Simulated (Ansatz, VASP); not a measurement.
**Hf4Si in VASP and in Ansatz**

```
Hf Si
1.0
     3.20228    0.00000    0.00000
    -1.60114    2.77325    0.00000
     0.00000    0.00000   11.86414
Hf Si
4 1
Direct
  0.66667 0.33333 0.82033
  0.33333 0.66667 0.17967
  0.66667 0.33333 0.38859
  0.33333 0.66667 0.61141
  0.00000 0.00000 0.00000
```

Alike in both runs: functional PBE; k mesh 6 × 6 × 2; occupations gaussian, width 0.2 eV; no spin polarisation.

Ansatz relaxed the structure, and its values are those at the end. VASP's run is a single point on that final structure, the one shown.

|  | VASP | Ansatz |
| --- | --- | --- |
| version | VASP 6.6.1 | Ansatz 0.2.0 |
| potentials or method | VASP PAW PBE potentials, release 64 (Hf_pv, Si), cutoff 520 eV | scalar-relativistic, plane waves, PAW |
| valence electrons in the cell | 44 | 108 |

Ansatz gave:

- gap on the k mesh at the Fermi level (eV): none
- pressure (GPa): 0.1
- rms of the force components (eV/Å): 0.008

Problem. Which values does VASP return?

Solution. gap on the k mesh at the Fermi level (eV): none; pressure (GPa): -0.3; rms of the force components (eV/Å): 0.015.

A gap of «none» marks a metal or a gap that the smearing closes. VASP's potentials hold 44 valence electrons a cell and Ansatz's 108, so a difference there can come from the potentials and not from the codes.

The k mesh is coarse, so the values compare programs but aren't converged. Neither program's run includes spin-orbit coupling.
